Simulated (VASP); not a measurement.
# Ni (Im-3m) in VASP: further runs, part 2 of 2

VASP 6.6.1.

### Step 3. Single point, PBE, collinear spin, ferromagnetic start

Contents of INCAR:

```
SYSTEM = Ni
PREC = Accurate
ENCUT = 690
EDIFF = 1E-6
ISMEAR = -1
SIGMA = 0.05
LREAL = .False.
LASPH = .True.
NELM = 200
ALGO = Normal
ISIF = 2
LWAVE = .False.
LCHARG = .True.
ISPIN = 2
MAGMOM = 2
LORBIT = 11
NUPDOWN = 2.0
LMAXMIX = 4
GGA = PE
LELF = .True.
LVHAR = .True.
NBANDS = 19
GGA_COMPAT = .False.
```

Contents of KPOINTS:

```
regular mesh
0
Gamma
  11 11 11
  0 0 0
```

Contents of POSCAR:

```
Ni
1.0
   -1.3837154700      1.3837154700      1.3837154700
    1.3837154700     -1.3837154700      1.3837154700
    1.3837154700      1.3837154700     -1.3837154700
Ni
1
Direct
    0.0000000000      0.0000000000      0.0000000000
```

Potentials or basis: VASP PAW PBE potentials, release 64 (Ni_sv_GW).

Launch:

```
$ cat potpaw_PBE.64/Ni_sv_GW/POTCAR > POTCAR
$ mpirun -np 1 vasp_std > vasp.out
```

OUTCAR:

```text
SYSTEM = Ni
   PREC = Accurate
   ENCUT = 690
   EDIFF = 1E-6
   ISMEAR = -1
   LREAL = .False.
   LASPH = .True.
   NELM = 200
   ISIF = 2
   ISPIN = 2
   LORBIT = 11
   NUPDOWN = 2.0
   GGA = PE

 ion  position               nearest neighbor table
   1  0.000  0.000  0.000-

  LATTYP: Found a body centered cubic cell.
 ALAT       =     2.7674309400

  Lattice vectors:

 A1 = (  -1.3837154700,   1.3837154700,   1.3837154700)
 A2 = (   1.3837154700,  -1.3837154700,   1.3837154700)
 A3 = (   1.3837154700,   1.3837154700,  -1.3837154700)

Analysis of symmetry for initial positions (statically):
=====================================================================
 Subroutine PRICEL returns:
 Original cell was already a primitive cell.

 Routine SETGRP: Setting up the symmetry group for a
 body centered cubic supercell.

 Subroutine GETGRP returns: Found 48 space group operations
 (whereof 48 operations were pure point group operations)
 out of a pool of 48 trial point group operations.

The static configuration has the point symmetry O_h .

Analysis of symmetry for dynamics (positions and initial velocities):
=====================================================================
 Subroutine PRICEL returns:
 Original cell was already a primitive cell.

 Routine SETGRP: Setting up the symmetry group for a
 body centered cubic supercell.

 Subroutine GETGRP returns: Found 48 space group operations
 (whereof 48 operations were pure point group operations)
 out of a pool of 48 trial point group operations.

The dynamic configuration has the point symmetry O_h .

Analysis of structural, dynamic, and magnetic symmetry:
=====================================================================
 Subroutine PRICEL returns:
 Original cell was already a primitive cell.

 Routine SETGRP: Setting up the symmetry group for a
 body centered cubic supercell.

 Subroutine GETGRP returns: Found 48 space group operations
 (whereof 48 operations were pure point group operations)
 out of a pool of 48 trial point group operations.

The overall configuration has the point symmetry O_h .

 Subroutine INISYM returns: Found 48 space group operations
 (whereof 48 operations are pure point group operations),
 and found     1 'primitive' translations

----------------------------------------------------------------------------------------

                                     Primitive cell

  volume of cell :      10.5974

  direct lattice vectors                    reciprocal lattice vectors
    -1.383715470  1.383715470  1.383715470     0.000000000  0.361345964  0.361345964
     1.383715470 -1.383715470  1.383715470     0.361345964  0.000000000  0.361345964
     1.383715470  1.383715470 -1.383715470     0.361345964  0.361345964  0.000000000

  length of vectors
     2.396665497  2.396665497  2.396665497     0.511020363  0.511020363  0.511020363

  position of ions in fractional coordinates (direct lattice)
     0.000000000  0.000000000  0.000000000

  ion indices of the primitive-cell ions
   primitive index   ion index
                 1           1

----------------------------------------------------------------------------------------

 KPOINTS: regular mesh
[... 52 lines left out ...]
   total plane-waves  NPLWV =  13824
   dimension x,y,z NGX =    24 NGY =   24 NGZ =   24
   dimension x,y,z NGXF=    48 NGYF=   48 NGZF=   48
   ions per type =               1
   NGX,Y,Z   is equivalent  to a cutoff of  16.65, 16.65, 16.65 a.u.
   NGXF,Y,Z  is equivalent  to a cutoff of  33.30, 33.30, 33.30 a.u.
 SYSTEM =  Ni
   PREC   = accura    normal or accurate (medium, high low for compatibility)
   ISTART =      0    job   : 0-new  1-cont  2-samecut
   ICHARG =      2    charge: 1-file 2-atom 10-const
   ISPIN  =      2    spin polarized calculation?
   LNONCOLLINEAR =      F non collinear calculations
   LSORBIT =      F    spin-orbit coupling
   LASPH  =      T    aspherical Exc in radial PAW
   ENCUT  =  690.0 eV  50.71 Ry    7.12 a.u.   5.13  5.13  5.13*2*pi/ulx,y,z
   NELM   =    200;   NELMIN=  2; NELMDL= -5     # of ELM steps
   EDIFF  = 0.1E-05   stopping-criterion for ELM
   LREAL  =      F    real-space projection
   EDIFFG = 0.1E-04   stopping-criterion for IOM
   NSW    =      0    number of steps for IOM
   IBRION =     -1    ionic relax: 0-MD 1-quasi-New 2-CG
   NFREE  =      0    steps in history (QN), initial steepest desc. (CG)
   ISIF   =      2    stress and relaxation
   ISYM   =      2    0-nonsym 1-usesym 2-fastsym
   POTIM  = 0.5000    time-step for ionic-motion
   TEBEG  =    0.0;   TEEND  =   0.0 temperature during run
   PSTRESS=    0.0 pullay stress
   NELECT =      18.0000    total number of electrons
   NUPDOWN=       2.0000    fix difference up-down
   EMIN   =  10.00;   EMAX   =-10.00  energy-range for DOS
   EFERMI =   0.00;   METHOD = LEGACY
   ISMEAR =    -1;   SIGMA  =   0.05  broadening in eV -4-tet -1-fermi 0-gaus
   EFERMI_NEDOS =   21; number of points for ismear=-14 and -15
   IALGO  =     38    algorithm
   IMIX   =      4    mixing-type and parameters
     AMIX     =   0.40;   BMIX     =  1.00
     AMIX_MAG =   1.60;   BMIX_MAG =  1.00
  volume/ion in A,a.u.               =      10.60        71.51
  Fermi-wavevector in a.u.,A,eV,Ry     =   1.953285  3.691173 51.910593  3.815321
  Thomas-Fermi vector in A             =   2.980140
   LORBIT       =     11    0 simple, 1 ext, 2 COOP (PROOUT), +10 PAW based schemes
   GGA     = PE    functional components
   LHFCALC =     F    Hartree Fock is set to
   AEXX    =    0.0000 exact exchange contribution
   IVDW    =     0    specifies the selected vdW correction
   LEPSILON=     F    determine dielectric tensor
   LRPA    =     F    only Hartree local field effects (RPA)
 spin polarized calculation
  energy-cutoff  :      690.00
  volume of cell :       10.60
 maximum number of plane-waves:       447
 NGX is ok and might be reduce to    24
   NGX = 11   NGY = 11   NGZ = 11

 number of electron      18.0000007 magnetization       2.0000001

 Free energy of the ion-electron system (eV)
  ---------------------------------------------------
  ext. energy  EPLUGINS =         0.00000000
  ---------------------------------------------------
  free energy    TOTEN  =        -4.51410727 eV

  energy without entropy =       -4.49644973  energy(sigma->0) =       -4.50527850

 E-fermi :   7.5342     XC(G=0): -14.1493

 val. band max:       13.8383610280   @ k =   0.4545   0.0909   0.0000
 cond. band min:       7.5342587131   @ k =   0.3636   0.2727  -0.0000
 fundamental gap:     -6.3041023149
 Fermi energy:        14.0167661735

 spin component 1

 k-point     1 :       0.0000    0.0000    0.0000
  band No.  band energies     occupation
      1     -97.0867      1.00000
      2     -57.2794      1.00000
      3     -57.2794      1.00000
      4     -57.2794      1.00000
      5      -1.5702      1.00000
      6       4.4242      1.00000
[... 517 lines left out ...]
     18      50.2984      0.00000
     19      55.2207      0.00000

 [... further k-points ...]

 spin component 2

 k-point     1 :       0.0000    0.0000    0.0000
  band No.  band energies     occupation
      1     -95.0680      1.00000
      2     -55.3026      1.00000
      3     -55.3026      1.00000
      4     -55.3026      1.00000
      5      -0.7397      1.00000
      6       6.0433      1.00000
[... 517 lines left out ...]
     18      51.1229      0.00000
     19      56.2344      0.00000

 [... further k-points ...]

------------------------ aborting loop because EDIFF is reached ----------------------------------------

  FORCE on cell =-STRESS in cart. coord.  units (eV):
  Direction    XX          YY          ZZ          XY          YZ          ZX
  --------------------------------------------------------------------------------------
  -------------------------------------------------------------------------------------
  Total        2.4659098      2.4659098      2.4659098     -0.0000000      0.0000000     -0.0000000
  in kB      372.8098516    372.8098516    372.8098516     -0.0000000      0.0000000     -0.0000000
  external PRESSURE =     372.8098516 kB  Pullay stress =       0.0000000 kB

 VOLUME and BASIS-vectors are now :
 -----------------------------------------------------------------------------
  energy-cutoff  :      690.00
  volume of cell :       10.60
      direct lattice vectors                 reciprocal lattice vectors
    -1.383715470  1.383715470  1.383715470     0.000000000  0.361345964  0.361345964
     1.383715470 -1.383715470  1.383715470     0.361345964  0.000000000  0.361345964
     1.383715470  1.383715470 -1.383715470     0.361345964  0.361345964  0.000000000

 POSITION                                       TOTAL-FORCE (eV/Angst)
 -----------------------------------------------------------------------------------
      0.00000      0.00000      0.00000        -0.000000      0.000000      0.000000
 -----------------------------------------------------------------------------------
    total drift:                                0.000000      0.000000     -0.000000

  FREE ENERGIE OF THE ION-ELECTRON SYSTEM (eV)
  ---------------------------------------------------
  free  energy   TOTEN  =        -4.5141072684 eV

  energy  without entropy=       -4.4964497278  energy(sigma->0) =       -4.50527850

 total charge

# of ion       s       p       d       f       tot
--------------------------------------------------
    1        2.278   6.430   7.596   0.006  16.309

 magnetization (x)

# of ion       s       p       d       f       tot
--------------------------------------------------
    1        0.048   0.162   1.593   0.001   1.804
```

OSZICAR:

```text
N       E                     dE             d eps       ncg     rms          rms(c)
DAV:   1     0.191653265884E+03    0.19165E+03   -0.10343E+04  6080   0.406E+03
DAV:   2     0.346017769724E+00   -0.19131E+03   -0.17903E+03  6599   0.804E+02
DAV:   3    -0.767386729937E+01   -0.80199E+01   -0.79468E+01  6765   0.217E+02
DAV:   4    -0.778935792634E+01   -0.11549E+00   -0.11546E+00  6659   0.150E+01
DAV:   5    -0.779122523354E+01   -0.18673E-02   -0.18672E-02  6267   0.146E+00    0.153E+01
DAV:   6    -0.532423567203E+01    0.24670E+01   -0.10279E+01  4955   0.308E+02    0.702E+00
DAV:   7    -0.457136776698E+01    0.75287E+00   -0.24935E+00  5087   0.128E+02    0.261E+00
DAV:   8    -0.451249699074E+01    0.58871E-01   -0.81485E-02  6858   0.751E+00    0.840E-01
DAV:   9    -0.451377856523E+01   -0.12816E-02   -0.39461E-03  7381   0.393E+00    0.195E-01
DAV:  10    -0.451405500450E+01   -0.27644E-03   -0.23495E-04  7291   0.860E-01    0.109E-01
DAV:  11    -0.451409724198E+01   -0.42237E-04   -0.44493E-05  6900   0.488E-01    0.365E-02
DAV:  12    -0.451410651260E+01   -0.92706E-05   -0.16058E-05  6696   0.235E-01    0.937E-03
DAV:  13    -0.451410726838E+01   -0.75578E-06   -0.10493E-06  4227   0.373E-02
   1 F= -.45141073E+01 E0= -.45052785E+01  d E =-.176575E-01  mag=     2.0000
```

Run time: 26 s. Hardware: 1 thread of Intel Xeon Platinum 8488C (Sapphire Rapids), shared host; peak memory 0.18 GiB.

Results:

```yaml
Free_energy: -4.5141 eV
Pressure: 37.3 GPa
Net_moment: 2.00 μB per cell
Site_moments: Ni +1.80 μB
Valence_electrons_inside_the_program's_atomic_spheres: Ni 16.31
```

Caveat: the cell stands under pressure; the total moment is fixed, so each spin has its own Fermi level and the state may be an excited one.
